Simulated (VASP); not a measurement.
Write the native input for VASP 6.6.1 that does the following.

* Task: single point
* Functional: PBEsol
* Potentials or basis: VASP PAW PBE potentials, release 64 (B, N)
* Cutoff: 600 eV
* k mesh: 10 × 10 × 10
* Occupations: gaussian, width 0.01 eV
* Spin: no spin polarisation
* Dipole correction: no
* Further INCAR settings: ALGO = Normal; EDIFF = 1e-06; NBANDS = 11

The structure of BN (zinc blende) lies in POSCAR:

```
BN
1.0
    0.0000000000      1.6575009730      1.6575009730
    1.6575009730      0.0000000000      1.6575009730
    1.6575009730      1.6575009730      0.0000000000
B N
1 1
Direct
    0.0000000000      0.0000000000      0.0000000000
    0.2500000000      0.2500000000      0.2500000000
```

This cell differs from its parent crystal: volume scaled by 0.771.

The input as run:

INCAR

```
PREC     = Accurate       # precision mode
ENCUT    = 600            # plane-wave cutoff, eV
EDIFF    = 1E-6           # SCF threshold, eV
ISMEAR   = 0              # smearing method
SIGMA    = 0.01           # smearing width, eV
LREAL    = False          # projectors in reciprocal space
LASPH    = True           # aspherical terms in the spheres
NELM     = 120            # most SCF steps
ALGO     = Normal         # electronic algorithm
ISIF     = 2              # what is computed and relaxed
LWAVE    = False          # write WAVECAR
LCHARG   = False          # write CHGCAR
GGA      = PS             # functional
NBANDS   = 11             # bands
GGA_COMPAT= False
```

KPOINTS

```
regular mesh
0
Gamma
  10 10 10
```

Potentials or basis: VASP PAW PBE potentials, release 64 (B, N).

Launch:

```bash
$ cat potpaw_PBE.64/B/POTCAR potpaw_PBE.64/N/POTCAR > POTCAR
$ mpirun -np 1 vasp_std > vasp.out
```

It gave:

| Quantity | Value |
| --- | --- |
| Pressure | 154.5 GPa |
| Band gap on the k mesh | 4.51 eV, indirect (least direct gap 9.99 eV) |

Caveat: the PAW data sets were made with another functional, which shifts forces and pressure a little.

Wall time 5.5 s on 1 thread of Intel Xeon 6975P-C, on a shared host, peak memory 0.12 GiB.
